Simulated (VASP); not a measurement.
# LaPt5 (P6/mmm) in VASP: a series of runs, part 2 of 2

VASP 6.6.1. The steps go on from the part before.

## (3) Single point, LDA

This run uses another cell than the first one, of 17.59 Å³/atom.

INCAR

```
  PREC = Accurate
  ENCUT = 520
  EDIFF = 1E-7
  ISMEAR = 1
  SIGMA = 0.1
  LREAL = False
  LASPH = True
  NELM = 100
  ALGO = Normal
  ISIF = 2
  LWAVE = False
  LCHARG = False
  NBANDS = 40
```

KPOINTS

```
regular mesh
0
Gamma
  5 5 5
```

POSCAR

```
LaPt5
1.0
    5.3132072929      0.0000000000      0.0000000000
   -2.6566036465      4.6013726641      0.0000000000
    0.0000000000      0.0000000000      4.3168576149
La Pt
1 5
Direct
    0.0000000000      0.0000000000      0.0000000000
    0.3333333333      0.6666666667      0.0000000000
    0.6666666667      0.3333333333      0.0000000000
    0.5000000000      0.0000000000      0.5000000000
    0.5000000000      0.5000000000      0.5000000000
    0.0000000000      0.5000000000      0.5000000000
```

Potentials or basis: VASP PAW LDA potentials, release 64 (La, Pt).

Launch:

```sh
$ cat potpaw_LDA.64/La/POTCAR potpaw_LDA.64/Pt/POTCAR > POTCAR
$ mpirun -np 1 vasp_std > vasp.out
```

OUTCAR:

```text
PREC = Accurate
   ENCUT = 520
   EDIFF = 1E-7
   ISMEAR = 1
   LREAL = False
   LASPH = True
   NELM = 100
   ISIF = 2

 ion  position               nearest neighbor table
   1  0.000  0.000  0.000-   2 3.07   3 3.07   3 3.07   2 3.07   3 3.07   2 3.07   4 3.42   4 3.42
                             4 3.42   4 3.42   5 3.42   5 3.42   5 3.42   5 3.42   6 3.42   6 3.42
   2  0.333  0.667  0.000-   6 2.65   6 2.65   5 2.65   5 2.65   4 2.65   4 2.65   3 3.07   1 3.07
                             1 3.07   3 3.07   3 3.07   1 3.07
   3  0.667  0.333  0.000-   6 2.65   6 2.65   5 2.65   5 2.65   4 2.65   4 2.65   2 3.07   1 3.07
                             1 3.07   2 3.07   2 3.07   1 3.07
   4  0.500  0.000  0.500-   2 2.65   3 2.65   2 2.65   3 2.65   6 2.66   6 2.66   5 2.66   5 2.66
                             1 3.42   1 3.42   1 3.42   1 3.42
   5  0.500  0.500  0.500-   2 2.65   3 2.65   2 2.65   3 2.65   6 2.66   6 2.66   4 2.66   4 2.66
                             1 3.42   1 3.42   1 3.42   1 3.42
   6  0.000  0.500  0.500-   2 2.65   3 2.65   2 2.65   3 2.65   5 2.66   5 2.66   4 2.66   4 2.66
                             1 3.42   1 3.42   1 3.42   1 3.42

  LATTYP: Found a hexagonal cell.
 ALAT       =     5.3132072929
 C/A-ratio  =     0.8124767917

  Lattice vectors:

 A1 = (   5.3132072929,   0.0000000000,   0.0000000000)
 A2 = (  -2.6566036465,   4.6013726641,   0.0000000000)
 A3 = (   0.0000000000,   0.0000000000,   4.3168576149)

Analysis of symmetry for initial positions (statically):
=====================================================================
 Subroutine PRICEL returns:
 Original cell was already a primitive cell.

 Routine SETGRP: Setting up the symmetry group for a
 hexagonal supercell.

 Subroutine GETGRP returns: Found 24 space group operations
 (whereof 24 operations were pure point group operations)
 out of a pool of 24 trial point group operations.

The static configuration has the point symmetry D_6h.

Analysis of symmetry for dynamics (positions and initial velocities):
=====================================================================
[... 132 lines left out ...]
   LORBIT       =      0    0 simple, 1 ext, 2 COOP (PROOUT), +10 PAW based schemes
   GGA     = CA    functional components
   LHFCALC =     F    Hartree Fock is set to
   AEXX    =    0.0000 exact exchange contribution
   IVDW    =     0    specifies the selected vdW correction
   LEPSILON=     F    determine dielectric tensor
   LRPA    =     F    only Hartree local field effects (RPA)
 non-spin polarized calculation
 Methfessel and Paxton  Order N= 1 SIGMA  =   0.10
  energy-cutoff  :      520.00
  volume of cell :      105.54
 maximum number of plane-waves:      2860
 NGX is ok and might be reduce to    40
   NGX = 19   NGY = 19   NGZ = 17

 number of electron      60.9999995 magnetization

 Free energy of the ion-electron system (eV)
  ---------------------------------------------------
  ext. energy  EPLUGINS =         0.00000000
  ---------------------------------------------------
  free energy    TOTEN  =       -47.44528824 eV

  energy without entropy =      -47.44616563  energy(sigma->0) =      -47.44558071

 E-fermi :  10.7302     XC(G=0): -12.7570

 val. band max:       10.7071324136   @ k =   0.4000   0.2000   0.2000
 cond. band min:      10.7318804372   @ k =   0.2000   0.2000   0.2000
 fundamental gap:      0.0247480235
 Fermi energy:        10.7301776733

 k-point     1 :       0.0000    0.0000    0.0000
  band No.  band energies     occupation
      1     -21.2110      2.00000
      2      -5.1582      2.00000
      3      -5.1582      2.00000
      4      -4.9690      2.00000
      5       0.9447      2.00000
      6       3.5892      2.00000
[... 634 lines left out ...]
     39      13.4553      0.00000
     40      13.5016      0.00000

------------------------ aborting loop because EDIFF is reached ----------------------------------------

  FORCE on cell =-STRESS in cart. coord.  units (eV):
  Direction    XX          YY          ZZ          XY          YZ          ZX
  --------------------------------------------------------------------------------------
  -------------------------------------------------------------------------------------
  Total        3.0284060      3.0284062      3.8618003     -0.0000000     -0.0000000     -0.0000000
  in kB       45.9740520     45.9740554     58.6257625     -0.0000000     -0.0000000     -0.0000000
  external PRESSURE =      50.1912900 kB  Pullay stress =       0.0000000 kB

 VOLUME and BASIS-vectors are now :
 -----------------------------------------------------------------------------
  energy-cutoff  :      520.00
  volume of cell :      105.54
      direct lattice vectors                 reciprocal lattice vectors
     5.313207293  0.000000000  0.000000000     0.188210236  0.108663226  0.000000000
    -2.656603646  4.601372664  0.000000000     0.000000000  0.217326453  0.000000000
     0.000000000  0.000000000  4.316857615     0.000000000  0.000000000  0.231649985

 POSITION                                       TOTAL-FORCE (eV/Angst)
 -----------------------------------------------------------------------------------
      0.00000      0.00000      0.00000         0.000000      0.000000      0.000000
     -0.00000      3.06758      0.00000         0.000000     -0.000000      0.000000
      2.65660      1.53379      0.00000        -0.000000      0.000000     -0.000000
      2.65660      0.00000      2.15843         0.000000      0.000000      0.000000
      1.32830      2.30069      2.15843         0.000000      0.000000      0.000000
     -1.32830      2.30069      2.15843         0.000000      0.000000      0.000000
 -----------------------------------------------------------------------------------
    total drift:                               -0.000000     -0.000000     -0.000000

  FREE ENERGIE OF THE ION-ELECTRON SYSTEM (eV)
  ---------------------------------------------------
  free  energy   TOTEN  =       -47.4452882431 eV

  energy  without entropy=      -47.4461656295  energy(sigma->0) =      -47.44558071
```

It took 63 s on 1 thread of Intel Xeon Platinum 8375C at 2.90GHz (Ice Lake), shared host; peak memory 0.21 GiB.

Results:

| Property | Result |
| --- | --- |
| Free energy | -47.4453 eV |
| Pressure | 5.0 GPa |
| Band gap on the k mesh | zero (an odd number of electrons rules out a gap without spin polarisation) |

Stress tensor (GPa, compression positive):
```
4.60 0.00 0.00
0.00 4.60 0.00
0.00 0.00 5.86
```

Levels at points of the mesh, in eV from the Fermi level:
```csv
k point,band 26,band 27,band 28,band 29,band 30,band 31,band 32,band 33,band 34,band 35
"(0.00, 0.00, 0.00)",-1.33,-1.33,0.10,0.62,0.62,0.75,0.99,1.85,1.85,2.20
```

Caveat: the cell stands under pressure; spin-orbit coupling is left out, which moves the levels of the heavy elements.

## (4) Single point, LDA

This run uses another cell than the first one, of 17.96 Å³/atom.

INCAR

```
SYSTEM = LaPt5
PREC = Accurate ; ENCUT = 520
EDIFF = 1E-6 ; ISMEAR = 1
SIGMA = 0.1 ; LREAL = .False.
LASPH = .True. ; NELM = 100
ALGO = Normal ; ISIF = 2
LWAVE = .False. ; LCHARG = .True.
GGA = CA ; LELF = .True.
LVHAR = .True. ; NBANDS = 40
```

KPOINTS

```
regular mesh
0
Gamma
  5 5 5
  0 0 0
```

POSCAR: that of step 3 with these lines changed.

```diff
@@ -2,5 +2,5 @@
 1.0
-    5.3132072929      0.0000000000      0.0000000000
-   -2.6566036465      4.6013726641      0.0000000000
-    0.0000000000      0.0000000000      4.3168576149
+    5.3498512598      0.0000000000      0.0000000000
+   -2.6749256299      4.6331072715      0.0000000000
+    0.0000000000      0.0000000000      4.3466299875
 La Pt
```

Launch:

```sh
$ cat potpaw_LDA.64/La/POTCAR potpaw_LDA.64/Pt/POTCAR > POTCAR
$ mpirun -np 1 vasp_std > vasp.out
```

It took 65 s on 1 thread of Intel Xeon Platinum 8375C at 2.90GHz (Ice Lake), shared host; peak memory 0.22 GiB.

The run converged. Its results:

```
Free energy            : -47.4821 eV
Pressure               : 0.2 GPa
Band gap on the k mesh : zero (an odd number of electrons rules out a gap without spin polarisation)
```

Stress tensor (GPa, compression positive):
```
0.05 0.00 0.00
0.00 0.05 0.00
0.00 0.00 0.64
```

Levels at points of the mesh, in eV from the Fermi level:
```csv
k point,band 28,band 29,band 30,band 31,band 32,band 33
"(0.00, 0.00, 0.00)",0.11,0.59,0.59,0.72,1.00,1.84
```

Caveat: spin-orbit coupling is left out, which moves the levels of the heavy elements.

## (5) Single point, LDA

This run uses another cell than the first one, of 18.32 Å³/atom.

INCAR

```
SYSTEM = LaPt5
ALGO = Normal
EDIFF = 1E-6
ENCUT = 520
ISIF = 2
ISMEAR = 1
LASPH = .TRUE.
LCHARG = .FALSE.
LREAL = .FALSE.
LWAVE = .FALSE.
NBANDS = 40
NELM = 100
PREC = Accurate
SIGMA = 0.1
```

KPOINTS

```
k-points
0
G
  5 5 5
  0 0 0
```

POSCAR: that of step 4 with these lines changed.

```diff
@@ -2,5 +2,5 @@
 1.0
-    5.3498512598      0.0000000000      0.0000000000
-   -2.6749256299      4.6331072715      0.0000000000
-    0.0000000000      0.0000000000      4.3466299875
+    5.3860000000      0.0000000000      0.0000000000
+   -2.6930000000      4.6644130000      0.0000000000
+    0.0000000000      0.0000000000      4.3760000000
 La Pt
```

Launch:

```sh
$ cat potpaw_LDA.64/La/POTCAR potpaw_LDA.64/Pt/POTCAR > POTCAR
$ mpirun -np 1 vasp_std > vasp.out
```

Run time: 68 s. Hardware: 1 thread of Intel Xeon Platinum 8375C at 2.90GHz (Ice Lake), shared host; peak memory 0.22 GiB.

Results (log left out):

```yaml
Free_energy: -47.4572 eV
Pressure: -4.0 GPa
Band_gap_on_the_k_mesh: zero (an odd number of electrons rules out a gap without spin polarisation)
```

Levels at points of the mesh, in eV from the Fermi level:
| k point | band 28 | band 29 | band 30 | band 31 | band 32 | band 33 |
| --- | --- | --- | --- | --- | --- | --- |
| (0.00, 0.00, 0.00) | 0.12 | 0.57 | 0.57 | 0.69 | 1.02 | 1.83 |

Caveat: the cell stands under tension; spin-orbit coupling is left out, which moves the levels of the heavy elements.

## (6) Single point, LDA

This run uses another cell than the first one, of 18.69 Å³/atom.

INCAR

```
SYSTEM = LaPt5
  PREC = Accurate
  ENCUT = 520
  EDIFF = 1E-7
  ISMEAR = 1
  SIGMA = 0.1
  LREAL = .FALSE.
  LASPH = .TRUE.
  NELM = 60
  ALGO = Normal
  ISIF = 2
  LWAVE = .FALSE.
  LCHARG = .TRUE.
  GGA = CA
  LELF = .TRUE.
  LVHAR = .TRUE.
  NBANDS = 40
```

KPOINTS

```
Automatic mesh
0
G
  5 5 5
  0 0 0
```

POSCAR: that of step 5 with these lines changed.

```diff
@@ -2,5 +2,5 @@
 1.0
-    5.3860000000      0.0000000000      0.0000000000
-   -2.6930000000      4.6644130000      0.0000000000
-    0.0000000000      0.0000000000      4.3760000000
+    5.4216699137      0.0000000000      0.0000000000
+   -2.7108349568      4.6953040526      0.0000000000
+    0.0000000000      0.0000000000      4.4049809770
 La Pt
```

Potentials or basis: VASP PAW LDA potentials, release 64 (La, Pt).

Launch:

```sh
$ cat potpaw_LDA.64/La/POTCAR potpaw_LDA.64/Pt/POTCAR > POTCAR
$ mpirun -np 1 vasp_std > vasp.out
```

Wall time 75 s (1 thread of Intel Xeon Platinum 8375C at 2.90GHz (Ice Lake), shared host); peak memory 0.23 GiB.

The run converged. Its results:

| Quantity | Value |
| --- | --- |
| Free energy | -47.3781 eV |
| Pressure | -7.7 GPa |
| Band gap on the k mesh | zero (an odd number of electrons rules out a gap without spin polarisation) |

Stress tensor (GPa, compression positive):
```
-7.52  0.00  0.00
 0.00 -7.52  0.00
 0.00  0.00 -8.04
```

Levels at points of the mesh, in eV from the Fermi level:
| k point | band 28 | band 29 | band 30 | band 31 | band 32 | band 33 |
| --- | --- | --- | --- | --- | --- | --- |
| (0.00, 0.00, 0.00) | 0.13 | 0.54 | 0.54 | 0.66 | 1.03 | 1.81 |

Caveat: the cell stands under tension; spin-orbit coupling is left out, which moves the levels of the heavy elements.

## (7) Overview

```csv
cell,gap on the mesh (eV),pressure (GPa)
"a = 5.276, b = 5.276, c = 4.287 Å, angles 90.0, 90.0, 120.0°, 6 atoms",none,10.4
"a = 5.313, b = 5.313, c = 4.317 Å, angles 90.0, 90.0, 120.0°, 6 atoms",none,5.0
"a = 5.350, b = 5.350, c = 4.347 Å, angles 90.0, 90.0, 120.0°, 6 atoms",none,0.2
"a = 5.386, b = 5.386, c = 4.376 Å, angles 90.0, 90.0, 120.0°, 6 atoms",none,-4.0
"a = 5.422, b = 5.422, c = 4.405 Å, angles 90.0, 90.0, 120.0°, 6 atoms",none,-7.7
```

Alike in all rows: task single point; level LDA; potentials or basis VASP PAW LDA potentials, release 64 (La, Pt); no spin polarisation; k mesh 5 × 5 × 5; cutoff (eV) 520; smearing methfessel-paxton 0.1 eV.

Caveats: spin-orbit coupling is left out, which moves the levels of the heavy elements; the cell stands under pressure (at least some runs); the cell stands under tension (at least some runs).

Total energies depend on the potentials used, so only differences within one code and one set of settings carry meaning.

The gap in the log of VASP goes by the Fermi energy; the results here count the filled bands.